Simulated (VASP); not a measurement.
# TiPt3 (Pm-3m) in VASP: further runs

The runs below take TiPt3 through relaxation of cell and atoms, single point, with PBE+D4, PBE.

Program: VASP 6.6.1. These are calculated values, not measurements. Logs are shortened: lines on timing, memory, paths and dates and some standing lists are left out, and cuts for length are marked.

## 1. The cell of the first run

It takes space group Pm-3m (No. 221, cubic). The conventional cell has a = 3.910 Å, b = 3.910 Å, c = 3.910 Å, α = 90.00°, β = 90.00°, γ = 90.00°. Ti (site symmetry m-3m) has 12 Pt at 2.76 Å within 3.6 Å. Within 3.6 Å of Pt (site symmetry 4/mmm) lie 4 Ti at 2.76 Å and 8 Pt at 2.76 Å.

## 2. Relaxation of cell and atoms, PBE+D4

Contents of INCAR:

```
SYSTEM = TiPt3
PREC = Accurate
ENCUT = 600
EDIFF = 1E-6
ISMEAR = -1
SIGMA = 0.1
LREAL = .FALSE.
LASPH = .TRUE.
NELM = 100
ALGO = Normal
ISIF = 3
LWAVE = .FALSE.
LCHARG = .FALSE.
GGA = PE
IVDW = 13
IBRION = 2
NSW = 60
EDIFFG = -0.01
```

Contents of KPOINTS:

```
regular mesh
0
G
  5 5 5
  0 0 0
```

Contents of POSCAR:

```
TiPt3
1.0
    3.9097780000      0.0000000000      0.0000000000
    0.0000000000      3.9097780000      0.0000000000
    0.0000000000      0.0000000000      3.9097780000
Ti Pt
1 3
Direct
    0.0000000000      0.0000000000      0.0000000000
    0.0000000000      0.5000000000      0.5000000000
    0.5000000000      0.0000000000      0.5000000000
    0.5000000000      0.5000000000      0.0000000000
```

Potentials or basis: VASP PAW PBE potentials, release 64 (Ti_sv, Pt).

Launch:

```
cat potpaw_PBE.64/Ti_sv/POTCAR potpaw_PBE.64/Pt/POTCAR > POTCAR
mpirun -np 1 vasp_std > vasp.out
```

OUTCAR:

```text
SYSTEM = TiPt3
   PREC = Accurate
   ENCUT = 600
   EDIFF = 1E-6
   ISMEAR = -1
   LREAL = .FALSE.
   LASPH = .TRUE.
   NELM = 100
   ISIF = 3
   GGA = PE
   IVDW = 13
   IBRION = 2
   NSW = 60
   EDIFFG = -0.01

 ion  position               nearest neighbor table
   1  0.000  0.000  0.000-   2 2.76   3 2.76   4 2.76   2 2.76   3 2.76   2 2.76   4 2.76   2 2.76
                             3 2.76   4 2.76   3 2.76   4 2.76
   2  0.000  0.500  0.500-   1 2.76   3 2.76   4 2.76   1 2.76   4 2.76   1 2.76   3 2.76   1 2.76
                             3 2.76   4 2.76   4 2.76   3 2.76
   3  0.500  0.000  0.500-   1 2.76   2 2.76   4 2.76   1 2.76   4 2.76   2 2.76   4 2.76   4 2.76
                             1 2.76   2 2.76   1 2.76   2 2.76
   4  0.500  0.500  0.000-   1 2.76   2 2.76   3 2.76   2 2.76   3 2.76   1 2.76   3 2.76   3 2.76
                             1 2.76   2 2.76   2 2.76   1 2.76

  LATTYP: Found a simple cubic cell.
 ALAT       =     3.9097780000

  Lattice vectors:

 A1 = (   3.9097780000,   0.0000000000,   0.0000000000)
 A2 = (   0.0000000000,   3.9097780000,   0.0000000000)
 A3 = (   0.0000000000,   0.0000000000,   3.9097780000)

Analysis of symmetry for initial positions (statically):
=====================================================================
 Subroutine PRICEL returns:
 Original cell was already a primitive cell.

 Routine SETGRP: Setting up the symmetry group for a
 simple cubic supercell.

 Subroutine GETGRP returns: Found 48 space group operations
 (whereof 48 operations were pure point group operations)
 out of a pool of 48 trial point group operations.

The static configuration has the point symmetry O_h .

Analysis of symmetry for dynamics (positions and initial velocities):
=====================================================================
 Subroutine PRICEL returns:
 Original cell was already a primitive cell.

 Routine SETGRP: Setting up the symmetry group for a
 simple cubic supercell.

 Subroutine GETGRP returns: Found 48 space group operations
 (whereof 48 operations were pure point group operations)
 out of a pool of 48 trial point group operations.

The dynamic configuration has the point symmetry O_h .

 Subroutine INISYM returns: Found 48 space group operations
 (whereof 48 operations are pure point group operations),
 and found     1 'primitive' translations

----------------------------------------------------------------------------------------

                                     Primitive cell

  volume of cell :      59.7663

  direct lattice vectors                    reciprocal lattice vectors
     3.909778000  0.000000000  0.000000000     0.255768998  0.000000000  0.000000000
     0.000000000  3.909778000  0.000000000     0.000000000  0.255768998  0.000000000
     0.000000000  0.000000000  3.909778000     0.000000000  0.000000000  0.255768998

  length of vectors
     3.909778000  3.909778000  3.909778000     0.255768998  0.255768998  0.255768998

  position of ions in fractional coordinates (direct lattice)
     0.000000000  0.000000000  0.000000000
     0.000000000  0.500000000  0.500000000
     0.500000000  0.000000000  0.500000000
     0.500000000  0.500000000  0.000000000

  ion indices of the primitive-cell ions
   primitive index   ion index
                 1           1
                 2           2
                 3           3
                 4           4

----------------------------------------------------------------------------------------

 KPOINTS: regular mesh

Automatic generation of k-mesh.
 Grid dimensions read from file:
 generate k-points for:    5    5    5

 Generating k-lattice:

  Cartesian coordinates                     Fractional coordinates (reciprocal lattice)
     0.051153800  0.000000000  0.000000000     0.200000000  0.000000000  0.000000000
     0.000000000  0.051153800  0.000000000     0.000000000  0.200000000  0.000000000
     0.000000000  0.000000000  0.051153800     0.000000000  0.000000000  0.200000000

  Length of vectors
     0.051153800  0.051153800  0.051153800

  Shift w.r.t. Gamma in fractional coordinates (k-lattice)
     0.000000000  0.000000000  0.000000000

 Subroutine IBZKPT returns following result:
 ===========================================

 Found     10 irreducible k-points:

 Following reciprocal coordinates:
            Coordinates               Weight
  0.000000  0.000000  0.000000      1.000000
  0.200000  0.000000  0.000000      6.000000
  0.400000  0.000000  0.000000      6.000000
  0.200000  0.200000  0.000000     12.000000
  0.400000  0.200000  0.000000     24.000000
  0.400000  0.400000  0.000000     12.000000
  0.200000  0.200000  0.200000      8.000000
  0.400000  0.200000  0.200000     24.000000
  0.400000  0.400000  0.200000     24.000000
  0.400000  0.400000  0.400000      8.000000
   k-points           NKPTS =     10   k-points in BZ     NKDIM =     10   number of bands    NBANDS=     25
   number of dos      NEDOS =    301   number of ions     NIONS =      4
   total plane-waves  NPLWV =  32768
   dimension x,y,z NGX =    32 NGY =   32 NGZ =   32
   dimension x,y,z NGXF=    64 NGYF=   64 NGZF=   64
   ions per type =               1   3
   NGX,Y,Z   is equivalent  to a cutoff of  13.61, 13.61, 13.61 a.u.
   NGXF,Y,Z  is equivalent  to a cutoff of  27.21, 27.21, 27.21 a.u.
 SYSTEM =  TiPt3
   PREC   = accura    normal or accurate (medium, high low for compatibility)
   ISTART =      0    job   : 0-new  1-cont  2-samecut
   ICHARG =      2    charge: 1-file 2-atom 10-const
   ISPIN  =      1    spin polarized calculation?
   LNONCOLLINEAR =      F non collinear calculations
   LSORBIT =      F    spin-orbit coupling
   LASPH  =      T    aspherical Exc in radial PAW
   ENCUT  =  600.0 eV  44.10 Ry    6.64 a.u.   7.81  7.81  7.81*2*pi/ulx,y,z
   NELM   =    100;   NELMIN=  2; NELMDL= -5     # of ELM steps
   EDIFF  = 0.1E-05   stopping-criterion for ELM
   LREAL  =      F    real-space projection
   EDIFFG = -.1E-01   stopping-criterion for IOM
   NSW    =     60    number of steps for IOM
   IBRION =      2    ionic relax: 0-MD 1-quasi-New 2-CG
   NFREE  =      1    steps in history (QN), initial steepest desc. (CG)
   ISIF   =      3    stress and relaxation
   ISYM   =      2    0-nonsym 1-usesym 2-fastsym
   POTIM  = 0.5000    time-step for ionic-motion
   TEBEG  =    0.0;   TEEND  =   0.0 temperature during run
   PSTRESS=    0.0 pullay stress
   NELECT =      42.0000    total number of electrons
   NUPDOWN=      -1.0000    fix difference up-down
   EMIN   =  10.00;   EMAX   =-10.00  energy-range for DOS
   EFERMI =   0.00;   METHOD = LEGACY
   ISMEAR =    -1;   SIGMA  =   0.10  broadening in eV -4-tet -1-fermi 0-gaus
   EFERMI_NEDOS =   21; number of points for ismear=-14 and -15
   IALGO  =     38    algorithm
   IMIX   =      4    mixing-type and parameters
     AMIX     =   0.40;   BMIX     =  1.00
     AMIX_MAG =   1.60;   BMIX_MAG =  1.00
  volume/ion in A,a.u.               =      14.94       100.83
  Fermi-wavevector in a.u.,A,eV,Ry     =   1.455479  2.750456 28.822827  2.118418
  Thomas-Fermi vector in A             =   2.572508
   LORBIT       =      0    0 simple, 1 ext, 2 COOP (PROOUT), +10 PAW based schemes
   GGA     = PE    functional components
   LHFCALC =     F    Hartree Fock is set to
   AEXX    =    0.0000 exact exchange contribution
   IVDW    =    13    specifies the selected vdW correction
   LEPSILON=     F    determine dielectric tensor
   LRPA    =     F    only Hartree local field effects (RPA)
 conjugate gradient relaxation of ions
 non-spin polarized calculation
  energy-cutoff  :      600.00
  volume of cell :       59.77
 maximum number of plane-waves:      2004
 NGX is ok and might be reduce to    32
   NGX = 15   NGY = 15   NGZ = 15

--------------------------------------- Ionic step        1  -------------------------------------------

 number of electron      41.9999994 magnetization

 Free energy of the ion-electron system (eV)
  ---------------------------------------------------
  ext. energy  EPLUGINS =         0.00000000
  ---------------------------------------------------
  free energy    TOTEN  =       -29.53931178 eV

  energy without entropy =      -29.46874779  energy(sigma->0) =      -29.50402978

------------------------ aborting loop because EDIFF is reached ----------------------------------------

  DFT-D4 for vdW energy calculation

  Edisp (eV):   -2.51453

  FORCE on cell =-STRESS in cart. coord.  units (eV):
  Direction    XX          YY          ZZ          XY          YZ          ZX
  --------------------------------------------------------------------------------------
  -------------------------------------------------------------------------------------
  Total       0.23847     0.23847     0.23847     0.00000    -0.00000     0.00000
  in kB       6.39281     6.39281     6.39281     0.00000    -0.00000     0.00000
  external pressure =        6.39 kB  Pullay stress =        0.00 kB
[... 65 lines left out ...]
  energy  without entropy=      -31.9815869949  energy(sigma->0) =      -32.01694896

--------------------------------------- Ionic step        3  -------------------------------------------

 number of electron      41.9999993 magnetization

 Free energy of the ion-electron system (eV)
  ---------------------------------------------------
  ext. energy  EPLUGINS =         0.00000000
  ---------------------------------------------------
  free energy    TOTEN  =       -29.54534120 eV

  energy without entropy =      -29.47471919  energy(sigma->0) =      -29.51003019

 E-fermi :  11.6229     XC(G=0): -13.2129

 val. band max:       11.3590155471   @ k =   0.2000   0.2000   0.2000
 cond. band min:      11.6357355407   @ k =   0.4000   0.0000   0.0000
 fundamental gap:      0.2767199936
 Fermi energy:        11.6228793320

 k-point     1 :       0.0000    0.0000    0.0000
  band No.  band energies     occupation
      1     -46.5086      2.00000
      2     -22.7262      2.00000
      3     -22.7262      2.00000
      4     -22.7262      2.00000
      5       1.5409      2.00000
      6       4.3366      2.00000
[... 304 lines left out ...]
  FREE ENERGIE OF THE ION-ELECTRON SYSTEM (eV)
  ---------------------------------------------------
  free  energy   TOTEN  =       -32.0541272169 eV

  energy  without entropy=      -31.9835052061  energy(sigma->0) =      -32.01881621

 reached required accuracy - stopping structural energy minimisation
```

Run time: 25 s. Hardware: 1 thread of Intel Xeon 6975P-C (Granite Rapids), shared host; peak memory 0.19 GiB.

Results:

| Quantity | Value |
| --- | --- |
| Free energy | -32.0541 eV |
| Relaxed volume | 14.98 Å³/atom |
| Relaxed cell | a = 3.913 Å, b = 3.913 Å, c = 3.913 Å, α = 90.00°, β = 90.00°, γ = 90.00° |
| Space group after relaxing (to 0.05 Å) | Pm-3m (No. 221) |
| Energy gained by relaxing | 0.1 meV/atom |
| Ionic steps | 3 |
| Pressure after relaxing | 0.0 GPa |
| Band gap on the k mesh | zero (band 21 reaches 13.04 eV, above the bottom of band 22 at 11.64 eV) |
| Dispersion energy per atom | -0.627 eV |

The path:
| step | energy change (eV) | largest force (eV/Å) | pressure (GPa) | volume (Å³) |
| --- | --- | --- | --- | --- |
| 1 | 0.0000 | 0.0000 | 0.64 | 59.77 |
| 2 | 0.0015 | 0.0000 | -1.53 | 60.28 |
| 3 | -0.0003 | 0.0000 | 0.00 | 59.91 |

Final structure:
```
Ti Pt
1.0
     3.91292    0.00000    0.00000
     0.00000    3.91292    0.00000
     0.00000    0.00000    3.91292
Ti Pt
1 3
Direct
  0.00000 0.00000 0.00000
  0.00000 0.50000 0.50000
  0.50000 0.00000 0.50000
  0.50000 0.50000 0.00000
```

Levels at points of the mesh, in eV from the Fermi level:
```tsv
k point	band 18	band 19	band 20	band 21	band 22	band 23	band 24	band 25
(0.00, 0.00, 0.00)	0.04	0.04	0.04	1.42	1.42	1.62	1.62	1.62
```

Caveat: spin-orbit coupling is left out, which moves the levels of the heavy elements; pairwise dispersion overbinds metals, which lowers pressure and volume.

(Part 1 of 2 ends here.)
